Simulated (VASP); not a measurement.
# TaBr3F2 (P4/mmm) in VASP: single point with PBE

Aim: the single point of TaBr3F2 with PBE.

Program: VASP 6.6.1. These are calculated values, not measurements. Logs are shortened: lines on timing, memory, paths and dates and some standing lists are left out, and cuts for length are marked.

### 1 The cell of the first run

It takes space group P4/mmm (No. 123, tetragonal). The conventional cell has a = 2.966 Å, b = 2.966 Å, c = 14.085 Å, α = 90.00°, β = 90.00°, γ = 90.00°. Within 3.3 Å of Ta (site symmetry 4/mmm) lie 8 F at 2.38 Å and 4 Ta at 2.97 Å and 2 Br at 3.21 Å. Br (site symmetry 4mm) has 4 F at 2.95 Å and 4 Br at 2.97 Å and 1 Ta at 3.21 Å within 3.9 Å. Br (site symmetry 4/mmm) has 4 Br at 2.97 Å within 3.9 Å. Within 3.0 Å of F (site symmetry 4mm) lie 5 F at 2.27 to 2.97 Å and 4 Ta at 2.38 Å and 4 Br at 2.95 Å.

The cell was generated, and may not be a known phase.

### 2 Single point, PBE, collinear spin

Input file INCAR:

```
SYSTEM = TaBr3F2
ALGO     = Normal         ! electronic algorithm
EDIFF    = 1E-6           ! SCF threshold, eV
ENCUT    = 520            ! plane-wave cutoff, eV
GGA      = PE             ! functional
ISIF     = 2              ! what is computed and relaxed
ISMEAR   = 0              ! smearing method
ISPIN    = 2              ! spin polarisation
LASPH    = .True.         ! aspherical terms in the spheres
LCHARG   = .False.        ! write CHGCAR
LMAXMIX  = 4              ! l up to which the mixer works
LORBIT   = 11             ! projections on sites
LREAL    = .False.        ! projectors in reciprocal space
LWAVE    = .False.        ! write WAVECAR
MAGMOM   = 1 0 0 0 0 0    ! initial moments
NBANDS   = 36             ! bands
NELM     = 150            ! most SCF steps
PREC     = Accurate       ! precision mode
SIGMA    = 0.1            ! smearing width, eV
```

Input file KPOINTS:

```
k-points
0
Gamma
  6 6 2
  0 0 0
```

Input file POSCAR:

```
TaBr3F2
1.0
    2.9660159387      0.0000000000      0.0000000000
    0.0000000000      2.9660159387      0.0000000000
    0.0000000000      0.0000000000     14.0845410634
Ta Br F
1 3 2
Direct
    0.0000000000      0.0000000000      1.0000000000
    0.0000000000      0.0000000000      0.7723442061
    0.0000000000      0.0000000000      0.2276557939
    0.5000000000      0.5000000000      0.5000000000
    0.5000000000      0.5000000000      0.9195532974
    0.5000000000      0.5000000000      0.0804467026
```

Potentials or basis: VASP PAW PBE potentials, release 64 (Ta_pv, Br, F).

The run is started by

```
> cat potpaw_PBE.64/Ta_pv/POTCAR potpaw_PBE.64/Br/POTCAR potpaw_PBE.64/F/POTCAR > POTCAR
> mpirun -np 1 vasp_std > vasp.out
```

OUTCAR:

```text
SYSTEM = TaBr3F2
   EDIFF = 1E-6
   ENCUT = 520
   GGA = PE
   ISIF = 2
   ISMEAR = 0
   ISPIN = 2
   LASPH = .True.
   LORBIT = 11
   LREAL = .False.
   NELM = 150
   PREC = Accurate

 ion  position               nearest neighbor table
   1  0.000  0.000  0.000-   5 2.38   6 2.38   5 2.38   6 2.38   5 2.38   6 2.38   5 2.38   6 2.38

   2  0.000  0.000  0.772-
   3  0.000  0.000  0.228-
   4  0.500  0.500  0.500-
   5  0.500  0.500  0.920-   1 2.38   1 2.38   1 2.38   1 2.38
   6  0.500  0.500  0.080-   1 2.38   1 2.38   1 2.38   1 2.38

  LATTYP: Found a simple tetragonal cell.
 ALAT       =     2.9660159387
 C/A-ratio  =     4.7486397088

  Lattice vectors:

 A1 = (   2.9660159387,   0.0000000000,   0.0000000000)
 A2 = (   0.0000000000,   2.9660159387,   0.0000000000)
 A3 = (   0.0000000000,   0.0000000000,  14.0845410634)

Analysis of symmetry for initial positions (statically):
=====================================================================
 Subroutine PRICEL returns:
 Original cell was already a primitive cell.

 Routine SETGRP: Setting up the symmetry group for a
 simple tetragonal supercell.

 Subroutine GETGRP returns: Found 16 space group operations
 (whereof 16 operations were pure point group operations)
 out of a pool of 16 trial point group operations.

The static configuration has the point symmetry D_4h.

Analysis of symmetry for dynamics (positions and initial velocities):
=====================================================================
 Subroutine PRICEL returns:
 Original cell was already a primitive cell.

 Routine SETGRP: Setting up the symmetry group for a
 simple tetragonal supercell.

 Subroutine GETGRP returns: Found 16 space group operations
 (whereof 16 operations were pure point group operations)
 out of a pool of 16 trial point group operations.

The dynamic configuration has the point symmetry D_4h.

Analysis of structural, dynamic, and magnetic symmetry:
=====================================================================
 Subroutine PRICEL returns:
 Original cell was already a primitive cell.

 Routine SETGRP: Setting up the symmetry group for a
 simple tetragonal supercell.

 Subroutine GETGRP returns: Found 16 space group operations
 (whereof 16 operations were pure point group operations)
 out of a pool of 16 trial point group operations.

The overall configuration has the point symmetry D_4h.

 Subroutine INISYM returns: Found 16 space group operations
 (whereof 16 operations are pure point group operations),
 and found     1 'primitive' translations

----------------------------------------------------------------------------------------

                                     Primitive cell

  volume of cell :     123.9052

  direct lattice vectors                    reciprocal lattice vectors
     2.966015939  0.000000000  0.000000000     0.337152605  0.000000000  0.000000000
     0.000000000  2.966015939  0.000000000     0.000000000  0.337152605  0.000000000
     0.000000000  0.000000000 14.084541063     0.000000000  0.000000000  0.070999828

  length of vectors
     2.966015939  2.966015939 14.084541063     0.337152605  0.337152605  0.070999828

  position of ions in fractional coordinates (direct lattice)
     0.000000000  0.000000000  0.000000000
     0.000000000  0.000000000  0.772344206
     0.000000000  0.000000000  0.227655794
     0.500000000  0.500000000  0.500000000
     0.500000000  0.500000000  0.919553297
     0.500000000  0.500000000  0.080446703

  ion indices of the primitive-cell ions
   primitive index   ion index
                 1           1
                 2           2
                 3           3
                 4           4
                 5           5
                 6           6

----------------------------------------------------------------------------------------

 KPOINTS: k-points

Automatic generation of k-mesh.
 Grid dimensions read from file:
 generate k-points for:    6    6    2

 Generating k-lattice:

  Cartesian coordinates                     Fractional coordinates (reciprocal lattice)
     0.056192101  0.000000000  0.000000000     0.166666667  0.000000000  0.000000000
     0.000000000  0.056192101  0.000000000     0.000000000  0.166666667  0.000000000
     0.000000000  0.000000000  0.035499914     0.000000000  0.000000000  0.500000000

  Length of vectors
     0.056192101  0.056192101  0.035499914

  Shift w.r.t. Gamma in fractional coordinates (k-lattice)
     0.000000000  0.000000000  0.000000000

 Subroutine IBZKPT returns following result:
 ===========================================

 Found     20 irreducible k-points:

 Following reciprocal coordinates:
            Coordinates               Weight
  0.000000  0.000000  0.000000      1.000000
  0.166667  0.000000  0.000000      4.000000
  0.333333  0.000000  0.000000      4.000000
  0.500000  0.000000  0.000000      2.000000
  0.166667  0.166667  0.000000      4.000000
  0.333333  0.166667  0.000000      8.000000
[... 12 lines left out ...]
  0.500000  0.333333  0.500000      4.000000
  0.500000  0.500000  0.500000      1.000000
   k-points           NKPTS =     20   k-points in BZ     NKDIM =     20   number of bands    NBANDS=     36
   number of dos      NEDOS =    301   number of ions     NIONS =      6
   total plane-waves  NPLWV =  62208
   dimension x,y,z NGX =    24 NGY =   24 NGZ =  108
   dimension x,y,z NGXF=    48 NGYF=   48 NGZF=  216
   ions per type =               1   3   2
   NGX,Y,Z   is equivalent  to a cutoff of  13.45, 13.45, 12.75 a.u.
   NGXF,Y,Z  is equivalent  to a cutoff of  26.90, 26.90, 25.50 a.u.
 SYSTEM =  TaBr3F2
   PREC   = accura    normal or accurate (medium, high low for compatibility)
   ISTART =      0    job   : 0-new  1-cont  2-samecut
   ICHARG =      2    charge: 1-file 2-atom 10-const
   ISPIN  =      2    spin polarized calculation?
   LNONCOLLINEAR =      F non collinear calculations
   LSORBIT =      F    spin-orbit coupling
   LASPH  =      T    aspherical Exc in radial PAW
   ENCUT  =  520.0 eV  38.22 Ry    6.18 a.u.   5.51  5.51 26.19*2*pi/ulx,y,z
   NELM   =    150;   NELMIN=  2; NELMDL= -5     # of ELM steps
   EDIFF  = 0.1E-05   stopping-criterion for ELM
   LREAL  =      F    real-space projection
   EDIFFG = 0.1E-04   stopping-criterion for IOM
   NSW    =      0    number of steps for IOM
   IBRION =     -1    ionic relax: 0-MD 1-quasi-New 2-CG
   NFREE  =      0    steps in history (QN), initial steepest desc. (CG)
   ISIF   =      2    stress and relaxation
   ISYM   =      2    0-nonsym 1-usesym 2-fastsym
   POTIM  = 0.5000    time-step for ionic-motion
   TEBEG  =    0.0;   TEEND  =   0.0 temperature during run
   PSTRESS=    0.0 pullay stress
   NELECT =      46.0000    total number of electrons
   NUPDOWN=      -1.0000    fix difference up-down
   EMIN   =  10.00;   EMAX   =-10.00  energy-range for DOS
   EFERMI =   0.00;   METHOD = LEGACY
   ISMEAR =     0;   SIGMA  =   0.10  broadening in eV -4-tet -1-fermi 0-gaus
   EFERMI_NEDOS =   21; number of points for ismear=-14 and -15
   IALGO  =     38    algorithm
   IMIX   =      4    mixing-type and parameters
     AMIX     =   0.40;   BMIX     =  1.00
     AMIX_MAG =   1.60;   BMIX_MAG =  1.00
  volume/ion in A,a.u.               =      20.65       139.36
  Fermi-wavevector in a.u.,A,eV,Ry     =   1.176606  2.223462 18.835914  1.384401
  Thomas-Fermi vector in A             =   2.312966
   LORBIT       =     11    0 simple, 1 ext, 2 COOP (PROOUT), +10 PAW based schemes
   GGA     = PE    functional components
   LHFCALC =     F    Hartree Fock is set to
   AEXX    =    0.0000 exact exchange contribution
   IVDW    =     0    specifies the selected vdW correction
   LEPSILON=     F    determine dielectric tensor
   LRPA    =     F    only Hartree local field effects (RPA)
 spin polarized calculation
 Gauss-broadening in eV      SIGMA  =   0.10
  energy-cutoff  :      520.00
  volume of cell :      123.91
 maximum number of plane-waves:      3365
 NGX is ok and might be reduce to    24
   NGX = 11   NGY = 11   NGZ = 53

 number of electron      45.9999998 magnetization       0.1957583

 Free energy of the ion-electron system (eV)
  ---------------------------------------------------
  ext. energy  EPLUGINS =         0.00000000
  ---------------------------------------------------
  free energy    TOTEN  =       -23.77696988 eV

  energy without entropy =      -23.76117221  energy(sigma->0) =      -23.76907104

 E-fermi :   2.4358     XC(G=0):  -9.4006

 val. band max:        2.4111886515   @ k =   0.1667   0.1667   0.5000
 cond. band min:       2.5331833645   @ k =   0.3333   0.0000   0.0000
 fundamental gap:      0.1219947129
 Fermi energy:         2.4358097559

 spin component 1

 k-point     1 :       0.0000    0.0000    0.0000
  band No.  band energies     occupation
      1     -34.4613      1.00000
      2     -34.0513      1.00000
      3     -34.0513      1.00000
      4     -24.0286      1.00000
      5     -23.1076      1.00000
      6     -13.2758      1.00000
[... 27 lines left out ...]
     34      11.6135      0.00000
     35      11.7803      0.00000

 k-point     2 :       0.1667    0.0000    0.0000
  band No.  band energies     occupation
      1     -34.4378      1.00000
      2     -34.2184      1.00000
      3     -34.0370      1.00000
      4     -23.8951      1.00000
      5     -23.1165      1.00000
      6     -13.0302      1.00000
[... 27 lines left out ...]
     34      12.4059      0.00000
     35      12.8399      0.00000
[... 644 lines left out ...]
     34      11.1364      0.00000
     35      11.3577      0.00000

 k-point    20 :       0.5000    0.5000    0.5000
  band No.  band energies     occupation
      1     -34.5471      1.00000
      2     -34.5471      1.00000
      3     -34.3030      1.00000
      4     -23.7093      1.00000
      5     -22.9410      1.00000
      6     -10.9595      1.00000
[... 27 lines left out ...]
     34      10.6320      0.00000
     35      11.2259      0.00000
 Fermi energy:         2.4358097559

 spin component 2

 k-point     1 :       0.0000    0.0000    0.0000
  band No.  band energies     occupation
      1     -34.3157      1.00000
      2     -33.9661      1.00000
      3     -33.9661      1.00000
      4     -24.0125      1.00000
      5     -23.0926      1.00000
      6     -13.2787      1.00000
[... 27 lines left out ...]
     34      11.6124      0.00000
     35      11.7807      0.00000

 k-point     2 :       0.1667    0.0000    0.0000
  band No.  band energies     occupation
      1     -34.2921      1.00000
      2     -34.1335      1.00000
      3     -33.9518      1.00000
      4     -23.8793      1.00000
      5     -23.1014      1.00000
      6     -13.0331      1.00000
[... 27 lines left out ...]
     34      12.4279      0.00000
     35      12.8393      0.00000
[... 644 lines left out ...]
     34      11.1403      0.00000
     35      11.3602      0.00000

 k-point    20 :       0.5000    0.5000    0.5000
  band No.  band energies     occupation
      1     -34.4619      1.00000
      2     -34.4619      1.00000
      3     -34.1574      1.00000
      4     -23.6952      1.00000
      5     -22.9276      1.00000
      6     -10.9629      1.00000
[... 27 lines left out ...]
     34      10.6958      0.00000
     35      11.2272      0.00000
 [bands above 35 left out]

------------------------ aborting loop because EDIFF is reached ----------------------------------------

  FORCE on cell =-STRESS in cart. coord.  units (eV):
  Direction    XX          YY          ZZ          XY          YZ          ZX
  --------------------------------------------------------------------------------------
  -------------------------------------------------------------------------------------
  Total        0.1172946      0.1172946      0.1191034      0.0000000      0.0000000      0.0000000
  in kB        1.5166978      1.5166978      1.5400864      0.0000000      0.0000000      0.0000000
  external PRESSURE =       1.5244940 kB  Pullay stress =       0.0000000 kB

 VOLUME and BASIS-vectors are now :
 -----------------------------------------------------------------------------
  energy-cutoff  :      520.00
  volume of cell :      123.91
      direct lattice vectors                 reciprocal lattice vectors
     2.966015939  0.000000000  0.000000000     0.337152605  0.000000000  0.000000000
     0.000000000  2.966015939  0.000000000     0.000000000  0.337152605  0.000000000
     0.000000000  0.000000000 14.084541063     0.000000000  0.000000000  0.070999828

 POSITION                                       TOTAL-FORCE (eV/Angst)
 -----------------------------------------------------------------------------------
      0.00000      0.00000      0.00000        -0.000000     -0.000000      0.000000
      0.00000      0.00000     10.87811         0.000000      0.000000     -0.001891
      0.00000      0.00000      3.20643        -0.000000      0.000000      0.001891
      1.48301      1.48301      7.04227        -0.000000     -0.000000      0.000000
      1.48301      1.48301     12.95149         0.000000     -0.000000     -0.020786
      1.48301      1.48301      1.13305        -0.000000      0.000000      0.020786
 -----------------------------------------------------------------------------------
    total drift:                                0.000000     -0.000000      0.000000

  FREE ENERGIE OF THE ION-ELECTRON SYSTEM (eV)
  ---------------------------------------------------
  free  energy   TOTEN  =       -23.7769698800 eV

  energy  without entropy=      -23.7611722091  energy(sigma->0) =      -23.76907104

 total charge

# of ion       s       p       d       tot
------------------------------------------
    1        0.211   6.064   2.256   8.531
    2        1.648   3.069   0.027   4.744
    3        1.648   3.069   0.027   4.744
    4        1.646   3.027   0.021   4.693
    5        1.756   4.302   0.000   6.058
    6        1.756   4.302   0.000   6.058
--------------------------------------------------
tot          8.664  23.833   2.329  34.827

 magnetization (x)

# of ion       s       p       d       tot
------------------------------------------
    1        0.002   0.001   0.148   0.151
    2       -0.000  -0.003   0.000  -0.003
    3       -0.000  -0.003   0.000  -0.003
    4       -0.000  -0.000  -0.000  -0.000
    5        0.003   0.003   0.000   0.006
    6        0.003   0.003   0.000   0.006
--------------------------------------------------
tot          0.007   0.001   0.148   0.156
```

Wall time 3 min (1 thread of Intel Xeon Platinum 8488C (Sapphire Rapids), shared host); peak memory 0.36 GiB.

Results:

* Free energy: -23.7770 eV
* Pressure: 0.2 GPa
* Largest force: 0.021 eV/Å
* Net moment: 0.20 μB per cell
* Site moments: Ta +0.15; Br -0.00; F +0.01 μB
* Valence electrons inside the program's atomic spheres: Ta 8.53; Br 4.74, 4.69 (each value once); F 6.06

Forces in eV/Å, atoms in the order of the input:
```
Ta   0.000  0.000  0.000
Br   0.000  0.000 -0.002
Br   0.000  0.000  0.002
Br   0.000  0.000  0.000
F    0.000  0.000 -0.021
F    0.000  0.000  0.021
```

Caveat: spin-orbit coupling is left out, which moves the levels of the heavy elements; this functional lacks dispersion, which binds layers or chains, so the pressure and a relaxed spacing across them are unreliable.
